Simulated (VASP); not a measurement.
# Ba (Fd-3m) in VASP: further runs

The runs below take Ba through single point, with LDA.

Program: VASP 6.6.1. These are calculated values, not measurements. Logs are shortened: lines on timing, memory, paths and dates and some standing lists are left out, and cuts for length are marked.

## Step 1: The cell of the first run

The structure is cubic, space group Fd-3m (No. 227). The conventional cell has a = 7.304 Å, b = 7.304 Å, c = 7.304 Å, α = 90.00°, β = 90.00°, γ = 90.00°. Within 4.2 Å of Ba (site symmetry -43m) lie 4 Ba at 3.16 Å.

## Step 2: Single point, LDA

INCAR

```
ALGO     = Normal         # electronic algorithm
EDIFF    = 1E-7           # SCF threshold, eV
ENCUT    = 520            # plane-wave cutoff, eV
ISIF     = 2              # what is computed and relaxed
ISMEAR   = -1             # smearing method
LASPH    = True           # aspherical terms in the spheres
LCHARG   = True           # write CHGCAR
LELF     = True           # ELF
LREAL    = False          # projectors in reciprocal space
LVHAR    = True         
LWAVE    = False          # write WAVECAR
NBANDS   = 17             # bands
NELM     = 80             # most SCF steps
PREC     = Accurate       # precision mode
SIGMA    = 0.1            # smearing width, eV
```

KPOINTS

```
k-points
0
Gamma
  8 8 8
```

POSCAR

```
Ba
1.0
    0.0000000000      3.6519801608      3.6519801608
    3.6519801608      0.0000000000      3.6519801608
    3.6519801608      3.6519801608      0.0000000000
Ba
2
Direct
   -0.1250000000     -0.1250000000     -0.1250000000
    0.1250000000      0.1250000000      0.1250000000
```

Potentials or basis: VASP PAW LDA potentials, release 64 (Ba_sv).

The run is started by

```sh
$ cat potpaw_LDA.64/Ba_sv/POTCAR > POTCAR
$ mpirun -np 1 vasp_std > vasp.out
```

OUTCAR:

```text
EDIFF = 1E-7
   ENCUT = 520
   ISIF = 2
   ISMEAR = -1
   LASPH = True
   LREAL = False
   NELM = 80
   PREC = Accurate

 ion  position               nearest neighbor table
   1  0.875  0.875  0.875-   2 3.16   2 3.16   2 3.16   2 3.16
   2  0.125  0.125  0.125-   1 3.16   1 3.16   1 3.16   1 3.16

  LATTYP: Found a face centered cubic cell.
 ALAT       =     7.3039603216

  Lattice vectors:

 A1 = (   0.0000000000,   3.6519801608,   3.6519801608)
 A2 = (   3.6519801608,   0.0000000000,   3.6519801608)
 A3 = (   3.6519801608,   3.6519801608,   0.0000000000)

Analysis of symmetry for initial positions (statically):
=====================================================================
 Subroutine PRICEL returns:
 Original cell was already a primitive cell.

 Routine SETGRP: Setting up the symmetry group for a
 face centered cubic supercell.

 Subroutine GETGRP returns: Found 48 space group operations
 (whereof 12 operations were pure point group operations)
 out of a pool of 48 trial point group operations.

The static configuration has the point symmetry D_3d.
 The point group associated with its full space group is O_h .

Analysis of symmetry for dynamics (positions and initial velocities):
=====================================================================
 Subroutine PRICEL returns:
 Original cell was already a primitive cell.

 Routine SETGRP: Setting up the symmetry group for a
 face centered cubic supercell.

 Subroutine GETGRP returns: Found 48 space group operations
 (whereof 12 operations were pure point group operations)
 out of a pool of 48 trial point group operations.

The dynamic configuration has the point symmetry D_3d.
 The point group associated with its full space group is O_h .

 Subroutine INISYM returns: Found 48 space group operations
 (whereof 12 operations are pure point group operations),
 and found     1 'primitive' translations

----------------------------------------------------------------------------------------

                                     Primitive cell

  volume of cell :      97.4126

  direct lattice vectors                    reciprocal lattice vectors
     0.000000000  3.651980161  3.651980161    -0.136912025  0.136912025  0.136912025
     3.651980161  0.000000000  3.651980161     0.136912025 -0.136912025  0.136912025
     3.651980161  3.651980161  0.000000000     0.136912025  0.136912025 -0.136912025

  length of vectors
     5.164679873  5.164679873  5.164679873     0.237138584  0.237138584  0.237138584

  position of ions in fractional coordinates (direct lattice)
     0.875000000  0.875000000  0.875000000
     0.125000000  0.125000000  0.125000000

  ion indices of the primitive-cell ions
   primitive index   ion index
                 1           1
                 2           2

----------------------------------------------------------------------------------------

 KPOINTS: k-points

Automatic generation of k-mesh.
 Grid dimensions read from file:
 generate k-points for:    8    8    8

 Generating k-lattice:

  Cartesian coordinates                     Fractional coordinates (reciprocal lattice)
    -0.017114003  0.017114003  0.017114003     0.125000000  0.000000000  0.000000000
     0.017114003 -0.017114003  0.017114003     0.000000000  0.125000000  0.000000000
     0.017114003  0.017114003 -0.017114003     0.000000000  0.000000000  0.125000000

  Length of vectors
     0.029642323  0.029642323  0.029642323

  Shift w.r.t. Gamma in fractional coordinates (k-lattice)
     0.000000000  0.000000000  0.000000000

 Subroutine IBZKPT returns following result:
 ===========================================

 Found     29 irreducible k-points:

 Following reciprocal coordinates:
            Coordinates               Weight
  0.000000  0.000000  0.000000      1.000000
  0.125000  0.000000  0.000000      8.000000
  0.250000  0.000000  0.000000      8.000000
  0.375000  0.000000  0.000000      8.000000
  0.500000  0.000000  0.000000      4.000000
  0.125000  0.125000  0.000000      6.000000
[... 16 lines left out ...]
  0.500000  0.250000  0.125000     48.000000
 -0.375000  0.250000  0.125000     24.000000
 [... further k-points ...]
   k-points           NKPTS =     29   k-points in BZ     NKDIM =     29   number of bands    NBANDS=     17
   number of dos      NEDOS =    301   number of ions     NIONS =      2
   total plane-waves  NPLWV =  64000
   dimension x,y,z NGX =    40 NGY =   40 NGZ =   40
   dimension x,y,z NGXF=    80 NGYF=   80 NGZF=   80
   ions per type =               2
   NGX,Y,Z   is equivalent  to a cutoff of  12.88, 12.88, 12.88 a.u.
   NGXF,Y,Z  is equivalent  to a cutoff of  25.75, 25.75, 25.75 a.u.
 SYSTEM =  unknown system
   PREC   = accura    normal or accurate (medium, high low for compatibility)
   ISTART =      0    job   : 0-new  1-cont  2-samecut
   ICHARG =      2    charge: 1-file 2-atom 10-const
   ISPIN  =      1    spin polarized calculation?
   LNONCOLLINEAR =      F non collinear calculations
   LSORBIT =      F    spin-orbit coupling
   LASPH  =      T    aspherical Exc in radial PAW
   ENCUT  =  520.0 eV  38.22 Ry    6.18 a.u.   9.60  9.60  9.60*2*pi/ulx,y,z
   NELM   =     80;   NELMIN=  2; NELMDL= -5     # of ELM steps
   EDIFF  = 0.1E-06   stopping-criterion for ELM
   LREAL  =      F    real-space projection
   EDIFFG = 0.1E-05   stopping-criterion for IOM
   NSW    =      0    number of steps for IOM
   IBRION =     -1    ionic relax: 0-MD 1-quasi-New 2-CG
   NFREE  =      0    steps in history (QN), initial steepest desc. (CG)
   ISIF   =      2    stress and relaxation
   ISYM   =      2    0-nonsym 1-usesym 2-fastsym
   POTIM  = 0.5000    time-step for ionic-motion
   TEBEG  =    0.0;   TEEND  =   0.0 temperature during run
   PSTRESS=    0.0 pullay stress
   NELECT =      20.0000    total number of electrons
   NUPDOWN=      -1.0000    fix difference up-down
   EMIN   =  10.00;   EMAX   =-10.00  energy-range for DOS
   EFERMI =   0.00;   METHOD = LEGACY
   ISMEAR =    -1;   SIGMA  =   0.10  broadening in eV -4-tet -1-fermi 0-gaus
   EFERMI_NEDOS =   21; number of points for ismear=-14 and -15
   IALGO  =     38    algorithm
   IMIX   =      4    mixing-type and parameters
     AMIX     =   0.40;   BMIX     =  1.00
     AMIX_MAG =   1.60;   BMIX_MAG =  1.00
  volume/ion in A,a.u.               =      48.71       328.69
  Fermi-wavevector in a.u.,A,eV,Ry     =   0.965783  1.825066 12.690666  0.932738
  Thomas-Fermi vector in A             =   2.095529
   LORBIT       =      0    0 simple, 1 ext, 2 COOP (PROOUT), +10 PAW based schemes
   GGA     = CA    functional components
   LHFCALC =     F    Hartree Fock is set to
   AEXX    =    0.0000 exact exchange contribution
   IVDW    =     0    specifies the selected vdW correction
   LEPSILON=     F    determine dielectric tensor
   LRPA    =     F    only Hartree local field effects (RPA)
 non-spin polarized calculation
  energy-cutoff  :      520.00
  volume of cell :       97.41
 maximum number of plane-waves:      2685
 NGX is ok and might be reduce to    40
   NGX = 19   NGY = 19   NGZ = 19

 number of electron      19.9999999 magnetization

 Free energy of the ion-electron system (eV)
  ---------------------------------------------------
  ext. energy  EPLUGINS =         0.00000000
  ---------------------------------------------------
  free energy    TOTEN  =        -2.86955046 eV

  energy without entropy =       -2.80114144  energy(sigma->0) =       -2.83534595

 E-fermi :   1.9606     XC(G=0):  -8.3398

 val. band max:        1.9228866921   @ k =  -0.3750   0.1250   0.0000
 cond. band min:       1.9802858770   @ k =   0.1250   0.0000   0.0000
 fundamental gap:      0.0573991848
 Fermi energy:         1.9606458443

 k-point     1 :       0.0000    0.0000    0.0000
  band No.  band energies     occupation
      1     -27.3202      2.00000
      2     -26.2113      2.00000
      3     -12.9260      2.00000
      4     -12.9260      2.00000
      5     -12.9260      2.00000
      6     -11.3352      2.00000
[... 9 lines left out ...]
     16       5.5421      0.00000
     17       5.5421      0.00000

 k-point     2 :       0.1250    0.0000    0.0000
  band No.  band energies     occupation
      1     -27.2917      2.00000
      2     -26.2462      2.00000
      3     -12.9611      2.00000
      4     -12.9611      2.00000
      5     -12.9305      2.00000
      6     -11.3168      2.00000
[... 9 lines left out ...]
     16       5.4306      0.00000
     17       5.4306      0.00000

 k-point     3 :       0.2500    0.0000    0.0000
  band No.  band energies     occupation
      1     -27.2140      2.00000
      2     -26.3395      2.00000
      3     -13.0387      2.00000
      4     -13.0387      2.00000
      5     -12.9468      2.00000
      6     -11.2629      2.00000
[... 9 lines left out ...]
     16       5.5289      0.00000
     17       5.5289      0.00000

 k-point     4 :       0.3750    0.0000    0.0000
  band No.  band energies     occupation
      1     -27.1154      2.00000
      2     -26.4534      2.00000
      3     -13.1084      2.00000
      4     -13.1084      2.00000
      5     -12.9699      2.00000
      6     -11.1961      2.00000
[... 9 lines left out ...]
     16       6.2611      0.00000
     17       6.2611      0.00000

 k-point     5 :       0.5000    0.0000    0.0000
  band No.  band energies     occupation
      1     -27.0631      2.00000
      2     -26.5120      2.00000
      3     -13.1354      2.00000
      4     -13.1354      2.00000
      5     -12.9812      2.00000
      6     -11.1649      2.00000
[... 9 lines left out ...]
     16       6.8239      0.00000
     17       6.8265      0.00000

 k-point     6 :       0.1250    0.1250    0.0000
  band No.  band energies     occupation
      1     -27.2818      2.00000
      2     -26.2583      2.00000
      3     -13.0042      2.00000
      4     -13.0042      2.00000
      5     -12.8594      2.00000
      6     -11.4017      2.00000
[... 9 lines left out ...]
     16       5.3963      0.00000
     17       5.3963      0.00000

 k-point     7 :       0.2500    0.1250    0.0000
  band No.  band energies     occupation
      1     -27.2189      2.00000
      2     -26.3337      2.00000
      3     -13.0905      2.00000
      4     -13.0838      2.00000
      5     -12.8102      2.00000
      6     -11.4332      2.00000
[... 9 lines left out ...]
     16       5.1444      0.00000
     17       5.4503      0.00000

 k-point     8 :       0.3750    0.1250    0.0000
  band No.  band energies     occupation
      1     -27.1220      2.00000
      2     -26.4459      2.00000
      3     -13.1914      2.00000
      4     -13.1499      2.00000
      5     -12.7860      2.00000
      6     -11.4149      2.00000
[... 9 lines left out ...]
     16       5.4742      0.00000
     17       6.0989      0.00000
[... 203 lines left out ...]
      1     -26.8991      2.00000
      2     -26.6882      2.00000
      3     -13.3577      2.00000
      4     -13.3197      2.00000
      5     -12.2816      2.00000
      6     -11.9415      2.00000
[... 9 lines left out ...]
     16       5.1666      0.00000
     17       6.4578      0.00000

 k-point    20 :      -0.3750    0.3750    0.0000
  band No.  band energies     occupation
      1     -26.8747      2.00000
      2     -26.7135      2.00000
      3     -13.4053      2.00000
      4     -13.2859      2.00000
      5     -12.3202      2.00000
      6     -11.8610      2.00000
[... 9 lines left out ...]
     16       4.7747      0.00000
     17       6.2583      0.00000

 k-point    21 :       0.5000    0.5000    0.0000
  band No.  band energies     occupation
      1     -26.7947      2.00000
      2     -26.7947      2.00000
      3     -13.3477      2.00000
      4     -13.3477      2.00000
      5     -12.1216      2.00000
      6     -12.1216      2.00000
[... 9 lines left out ...]
     16       4.5017      0.00000
     17       7.2107      0.00000

 k-point    22 :       0.3750    0.2500    0.1250
  band No.  band energies     occupation
      1     -27.1433      2.00000
      2     -26.4215      2.00000
      3     -13.2222      2.00000
      4     -13.1307      2.00000
      5     -12.7111      2.00000
      6     -11.5098      2.00000
[... 9 lines left out ...]
     16       5.3138      0.00000
     17       5.3347      0.00000

 k-point    23 :       0.5000    0.2500    0.1250
  band No.  band energies     occupation
      1     -27.0433      2.00000
      2     -26.5338      2.00000
      3     -13.3193      2.00000
      4     -13.1916      2.00000
      5     -12.6212      2.00000
      6     -11.5592      2.00000
[... 9 lines left out ...]
     16       5.2922      0.00000
     17       6.1201      0.00000

 k-point    24 :      -0.3750    0.2500    0.1250
  band No.  band energies     occupation
      1     -26.9859      2.00000
      2     -26.5964      2.00000
      3     -13.3539      2.00000
      4     -13.2195      2.00000
      5     -12.5836      2.00000
      6     -11.5774      2.00000
[... 9 lines left out ...]
     16       5.5352      0.00000
     17       6.0272      0.00000

 [... further k-points ...]
[... 5 lines left out ...]
  --------------------------------------------------------------------------------------
  -------------------------------------------------------------------------------------
  Total        0.4200463      0.4200463      0.4200463      0.0000000      0.0000000      0.0000000
  in kB        6.9086395      6.9086395      6.9086395      0.0000000      0.0000000      0.0000000
  external PRESSURE =       6.9086395 kB  Pullay stress =       0.0000000 kB

 VOLUME and BASIS-vectors are now :
 -----------------------------------------------------------------------------
  energy-cutoff  :      520.00
  volume of cell :       97.41
      direct lattice vectors                 reciprocal lattice vectors
     0.000000000  3.651980161  3.651980161    -0.136912025  0.136912025  0.136912025
     3.651980161  0.000000000  3.651980161     0.136912025 -0.136912025  0.136912025
     3.651980161  3.651980161  0.000000000     0.136912025  0.136912025 -0.136912025

 POSITION                                       TOTAL-FORCE (eV/Angst)
 -----------------------------------------------------------------------------------
      6.39097      6.39097      6.39097         0.000000      0.000000      0.000000
      0.91300      0.91300      0.91300        -0.000000     -0.000000     -0.000000
 -----------------------------------------------------------------------------------
    total drift:                                0.000000      0.000000     -0.000000

  FREE ENERGIE OF THE ION-ELECTRON SYSTEM (eV)
  ---------------------------------------------------
  free  energy   TOTEN  =        -2.8695504611 eV

  energy  without entropy=       -2.8011414436  energy(sigma->0) =       -2.83534595
```

Wall time 31 s (1 thread of Intel Xeon Platinum 8488C (Sapphire Rapids), shared host); peak memory 0.21 GiB.

Results:

* Free energy: -2.8696 eV
* Pressure: 0.7 GPa
* Band gap on the k mesh: zero (band 10 reaches 2.08 eV, above the bottom of band 11 at 1.91 eV)

Levels at points of the mesh, in eV from the Fermi level:
| k point | band 6 | band 7 | band 8 | band 9 | band 10 | band 11 | band 12 | band 13 | band 14 | band 15 |
| --- | --- | --- | --- | --- | --- | --- | --- | --- | --- | --- |
| (0.00, 0.00, 0.00) | -13.30 | -13.30 | -13.30 | -1.98 | 0.12 | 0.12 | 1.60 | 1.60 | 1.60 | 3.58 |
| (0.50, 0.00, 0.00) | -13.13 | -13.01 | -13.01 | -0.15 | 0.10 | 0.27 | 0.27 | 1.14 | 1.14 | 2.70 |
| (0.50, 0.50, 0.00) | -14.08 | -12.70 | -12.70 | -0.79 | -0.79 | 1.17 | 1.17 | 2.47 | 2.47 | 2.54 |

Caveat: spin-orbit coupling is left out, which moves the levels of the heavy elements.

[end of part 1 of 2]
